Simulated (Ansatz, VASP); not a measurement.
## Ge: VASP beside Ansatz

Contents of INCAR:

```
SYSTEM = Ge
  ALGO = Normal
  EDIFF = 1E-6
  ENCUT = 520
  GGA = PE
  ISIF = 2
  ISMEAR = 0
  IVDW = 12
  LASPH = .TRUE.
  LCHARG = .TRUE.
  LELF = .TRUE.
  LREAL = .FALSE.
  LVHAR = .TRUE.
  LWAVE = .FALSE.
  NBANDS = 21
  NELM = 100
  PREC = Accurate
  SIGMA = 0.15
```

The input KPOINTS:

```
k-points
0
G
  20 20 12
  0 0 0
```

File POSCAR:

```
Ge
1.0
    1.5708886528     -2.7391286946      0.0000000000
    1.5708886528      2.7391286946      0.0000000000
    0.0000000000      0.0000000000      4.2421526066
Ge
2
Direct
    0.6665533700      0.3334466300      0.2500000000
    0.3334466300      0.6665533700      0.7500000000
```

Input for Ansatz:

```yaml
crystal:
  lattice:
    - [1.5708886528, -2.7391286946, 0.0]
    - [1.5708886528, 2.7391286946, 0.0]
    - [0.0, 0.0, 4.2421526066]
  atoms:
    - { symbol: Ge, position: [0.66655337, 0.33344663, 0.25] }
    - { symbol: Ge, position: [0.33344663, 0.66655337, 0.75] }
basis:
  ecutwfc: 420
kpoints:
  mp_grid: { grid: [20, 20, 12] }
hamiltonian:
  xc: pbe
  dispersion: d3bj
scf:
  occupations: { method: gaussian, width: 0.15 }
output:
  forces: true
  stress: true
  eigenvalues: true
```

Alike in both runs: task single point; functional PBE; dispersion D3(BJ); k mesh 20 × 20 × 12; occupations gaussian, width 0.15 eV; no spin polarisation.

|  | VASP | Ansatz |
| --- | --- | --- |
| version | VASP 6.6.1 | Ansatz 0.2.0 |
| potentials or method | VASP PAW PBE potentials, release 64 (Ge_d), cutoff 520 eV | scalar-relativistic, plane waves, PAW |
| valence electrons in the cell | 28 | 28 |

|  | VASP | Ansatz | Ansatz less VASP |
| --- | --- | --- | --- |
| gap on the k mesh at the Fermi level (eV) | none | none | - |
| pressure (GPa) | 2.5 | 2.5 | -0.01 |
| traceless stress, the component that is largest in VASP (GPa) | 2.68 | 2.67 | -0.005 |
| rms of the force components (eV/Å) | 0.006 | 0.006 | 0.0000 |

Atom by atom the forces differ by 0.000 eV/Å (rms over components). A gap of «none» marks a metal or a gap that the smearing closes.
